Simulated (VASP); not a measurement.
Input of a VASP 6.6.1 run:

INCAR

```
ALGO = Fast ; DIPOL = 0.5 0.5 0.479
EDIFF = 1E-7 ; ENCUT = 520
GGA = PE ; IDIPOL = 3
ISIF = 2 ; ISMEAR = 0
IVDW = 12 ; LASPH = True
LCHARG = False ; LDIPOL = True
LREAL = Auto ; LWAVE = False
NBANDS = 166 ; NELM = 80
PREC = Accurate ; SIGMA = 0.1
```

KPOINTS

```
k-points
0
Gamma
  3 3 1
```

File POSCAR:

```
H5W20CN
1.0
    6.3187499463      0.0000000000      0.0000000000
    0.0000000000      6.3187499463      0.0000000000
    0.0000000000      0.0000000000     26.5332499463
W C N H
20 1 1 5
Direct
    0.2500000000      0.7500000000      0.3015084852
    0.2500000000      0.2500000000      0.3015084852
    0.7500000000      0.7500000000      0.3015084852
    0.7500000000      0.2500000000      0.3015084852
    0.5000000000      0.5000000000      0.3610446329
    0.5000000000      0.0000000000      0.3610446329
    0.0000000000      0.5000000000      0.3610446329
    0.0000000000      0.0000000000      0.3610446329
    0.7513553562      0.2513205556      0.4206138184
    0.7483878638      0.7481499067      0.4206874019
    0.2482460319      0.2482838515      0.4206389493
    0.2521982808      0.7521715524      0.4206413749
   -0.0035842112     -0.0053098377      0.4810377975
    0.0042286332      0.5042103641      0.4808685983
    0.5046864568      0.0045393266      0.4805724869
    0.4946250233      0.4962567760      0.4809787028
    0.2769455679      0.7772029730      0.5394811576
    0.2200267895      0.2209118600      0.5370999815
    0.7207044672      0.7197581803      0.5370934343
    0.7797810223      0.2792780407      0.5376409085
    0.3825527760     -0.1888394674      0.6592389050
    0.2255565650     -0.2673835989      0.6222831310
    0.4026648542     -0.0180438836      0.6536802152
    0.5350112526     -0.2656018939      0.6512714307
    0.3337355881     -0.2219883813      0.6982332385
    0.0801383064     -0.1980119021      0.6281022074
    0.2014159590     -0.4280080342      0.6261107021
```

Potentials or basis: VASP PAW PBE potentials, release 64 (W_sv, C, N, H).

Run with:

```sh
$ cat potpaw_PBE.64/W_sv/POTCAR potpaw_PBE.64/C/POTCAR potpaw_PBE.64/N/POTCAR potpaw_PBE.64/H/POTCAR > POTCAR
$ mpirun -np 1 vasp_std > vasp.out
```

Q: What does it give for the band gap on the k mesh?

A: Zero (bands 147 and 148 overlap by 0.15 eV).

Q: Predict the largest force.

A: 1.375 eV/Å.

Q: Estimate the dispersion energy per atom.

A: -0.367 eV.

Forces in eV/Å, atoms in the order of the input:
```
W   -0.028 -0.023  1.314
W   -0.013 -0.020  1.313
W   -0.010 -0.007  1.313
W   -0.012 -0.017  1.307
W    0.016  0.020 -1.345
W    0.034  0.026 -1.375
W    0.006  0.010 -1.367
W    0.016  0.011 -1.349
W    0.001  0.001  0.005
W   -0.007 -0.001 -0.007
W    0.001 -0.006  0.000
W    0.008  0.007 -0.008
W   -0.013 -0.019 -0.016
W    0.014  0.021 -0.010
W    0.002  0.013  0.001
W   -0.012 -0.022 -0.002
W   -0.014 -0.009  0.035
W    0.030  0.011  0.063
W    0.010  0.028  0.061
W   -0.016 -0.014  0.058
C    0.001  0.009 -0.034
N   -0.057 -0.016  0.020
H   -0.002  0.011 -0.007
H    0.002 -0.014  0.001
H   -0.004 -0.009  0.044
H    0.039 -0.030 -0.006
H    0.009  0.038 -0.008
```

Caveat: spin-orbit coupling is left out, which moves the levels of the heavy elements.
